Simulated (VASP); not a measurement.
# BaS: single point with r2SCAN

BaS:

```
CELL_PARAMETERS angstrom
0.00000 3.29209 3.18483
3.29209 0.00000 3.18483
3.29209 3.29209 0.00000
ATOMIC_POSITIONS crystal
Ba 0.00000 0.00000 0.00000
S 0.50000 0.50000 0.50000
```

This cell differs from its parent crystal: epitaxial xy strain +2.5%.

```
Program             : VASP 6.6.1
Task                : single point
Functional          : r2SCAN
Potentials or basis : VASP PAW PBE potentials, release 64 (Ba_sv, S)
Cutoff              : 520 eV
k mesh              : 8 × 8 × 8
Occupations         : gaussian, width 0.01 eV
Spin                : no spin polarisation
```

* Pressure: -1.0 GPa
* Band gap on the k mesh: 2.46 eV (least direct gap 2.65 eV)

Stress tensor (GPa, compression positive):
```
-1.89  0.00  0.00
 0.00 -1.89  0.00
 0.00  0.00  0.64
```

Levels at points of the mesh, in eV from the valence-band top:
```tsv
k point	band 6	band 7	band 8	band 9	band 10	band 11
(0.00, 0.00, 0.00)	-0.10	-0.10	0.00	3.82	4.16	4.16
(0.50, 0.00, 0.00)	-1.86	-1.06	-1.04	5.76	5.88	6.53
(0.50, 0.50, 0.00)	-0.54	-0.27	-0.27	2.46	6.31	6.35
(0.50, 0.00, 0.50)	-0.70	-0.26	-0.15	2.50	6.10	6.48
```

Run time: 120 s on 1 thread of Intel(R) Xeon(R) 6975P-C (Granite Rapids), on a shared host, peak memory 0.24 GiB.

Caveat: the cell differs from its parent crystal (epitaxial xy strain +2.5%); the PAW data sets were made with another functional, which shifts forces and pressure a little; spin-orbit coupling is left out, which moves the levels of the heavy elements. A k mesh can miss the band edges.
